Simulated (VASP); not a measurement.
A run of VASP 6.6.1 is set up as follows.

Contents of INCAR:

```
SYSTEM = SrO
PREC = Accurate ; ENCUT = 520
EDIFF = 1E-8 ; ISMEAR = 0
SIGMA = 0.01 ; LREAL = .False.
LASPH = .True. ; NELM = 80
ALGO = Normal ; ISIF = 2
LWAVE = .False. ; LCHARG = .False.
METAGGA = R2SCAN ; LMIXTAU = .True.
NBANDS = 15 ; IBRION = 6
NFREE = 2 ; POTIM = 0.015
NSW = 1
```

KPOINTS

```
regular mesh
0
Gamma
  8 8 8
  0 0 0
```

Contents of POSCAR:

```
SrO
1.0
    0.0000000000      2.5803147586      2.5803147586
    2.5803147586      0.0000000000      2.5803147586
    2.5803147586      2.5803147586      0.0000000000
Sr O
1 1
Direct
    0.5000000000      0.5000000000      0.5000000000
    0.0000000000      0.0000000000      0.0000000000
```

Potentials or basis: VASP PAW PBE potentials, release 64 (Sr_sv, O).

Run with:

```bash
$ cat potpaw_PBE.64/Sr_sv/POTCAR potpaw_PBE.64/O/POTCAR > POTCAR
$ mpirun -np 1 vasp_std > vasp.out
```

**Question.** Estimate the highest phonon frequency at Γ, LO-TO splitting left out.

**Answer.** 220 cm⁻¹.

Phonon frequencies in cm⁻¹ (negative: imaginary):
```
              q point        frequencies
(0.000, 0.000, 0.000)  0 0 0 220 220 220
```
